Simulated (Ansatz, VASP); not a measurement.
BeCd2S2 in VASP and in Ansatz

```
CELL_PARAMETERS angstrom
4.07018 0.00000 0.00000
0.00000 4.07018 0.00000
0.00000 0.00000 6.04291
ATOMIC_POSITIONS crystal
Be 0.00000 0.00000 0.50000
Cd 0.50000 0.50000 0.00000
Cd 0.50000 0.50000 0.50000
S 0.00000 0.00000 0.73096
S 0.00000 0.00000 0.26904
```

Alike in both runs: task relaxation of cell and atoms; functional PBE; k mesh 4 × 4 × 4; occupations gaussian, width 0.1 eV; no spin polarisation.

```csv
,VASP,Ansatz
version,VASP 6.6.1,Ansatz 0.2.0
potentials or method,"VASP PAW PBE potentials, release 64 (Be, Cd, S), cutoff 600 eV","scalar-relativistic, plane waves, PAW"
valence electrons in the cell,38,54
```

VASP gave:

| Item | Value |
| --- | --- |
| gap on the k mesh at the Fermi level, each at its own relaxed structure (eV) | none |
| relaxed volume (Å³/atom) | 19.46 |
| relaxed cell length with the largest relative difference (Å) | 3.716 |

Task: Estimate Ansatz's values.

Result: gap on the k mesh at the Fermi level, each at its own relaxed structure (eV): none; relaxed volume (Å³/atom): 19.41; relaxed cell length with the largest relative difference (Å): 3.712.

A gap of «none» marks a metal or a gap that the smearing closes. VASP's potentials hold 38 valence electrons a cell and Ansatz's 54, so a difference there can come from the potentials and not from the codes.

The k mesh is coarse, so the values compare programs but aren't converged.
